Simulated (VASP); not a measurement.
Here is a VASP 6.6.1 calculation.

Contents of INCAR:

```
SYSTEM = Si5S
  PREC = Accurate
  ENCUT = 600
  EDIFF = 1E-7
  ISMEAR = 0
  SIGMA = 0.1
  LREAL = .FALSE.
  LASPH = .TRUE.
  NELM = 100
  ALGO = Normal
  ISIF = 3
  LWAVE = .FALSE.
  LCHARG = .FALSE.
  GGA = PE
  IBRION = 2
  NSW = 100
  EDIFFG = -0.01
```

The input KPOINTS:

```
regular mesh
0
G
  12 12 8
  0 0 0
```

The input POSCAR:

```
Si5S
1.0
    4.9018174615      0.0000000000      0.0000000000
   -2.4509087307      4.2450984464      0.0000000000
    0.0000000000      0.0000000000      4.6922320813
Si S
5 1
Direct
    0.3333333333      0.6666666667      0.0000000000
    0.6666666667      0.3333333333      0.0000000000
    0.5000000000      0.0000000000      0.5000000000
    0.5000000000      0.5000000000      0.5000000000
    0.0000000000      0.5000000000      0.5000000000
    0.0000000000      0.0000000000      0.0000000000
```

Potentials or basis: VASP PAW PBE potentials, release 64 (Si, S).

The run is started by

```sh
$ cat potpaw_PBE.64/Si/POTCAR potpaw_PBE.64/S/POTCAR > POTCAR
$ mpirun -np 1 vasp_std > vasp.out
```

**Question.** What does it give for the relaxed cell?

**Answer.** a = 4.874 Å, b = 4.874 Å, c = 4.755 Å, α = 90.00°, β = 90.00°, γ = 120.00°.

**Question.** What does it give for the space group after relaxing (to 0.05 Å)?

**Answer.** P6/mmm (No. 191).

**Question.** Estimate the band gap on the k mesh.

**Answer.** Zero (band 13 reaches 10.18 eV, above the bottom of band 14 at 5.75 eV).

**Question.** Predict the relaxed volume.

**Answer.** 16.30 Å³/atom.

Final structure:
```
CELL_PARAMETERS angstrom
4.87377 0.00000 0.00000
-2.43688 4.22080 0.00000
0.00000 0.00000 4.75512
ATOMIC_POSITIONS crystal
Si 0.33333 0.66667 0.00000
Si 0.66667 0.33333 0.00000
Si 0.50000 0.00000 0.50000
Si 0.50000 0.50000 0.50000
Si 0.00000 0.50000 0.50000
S 0.00000 0.00000 0.00000
```
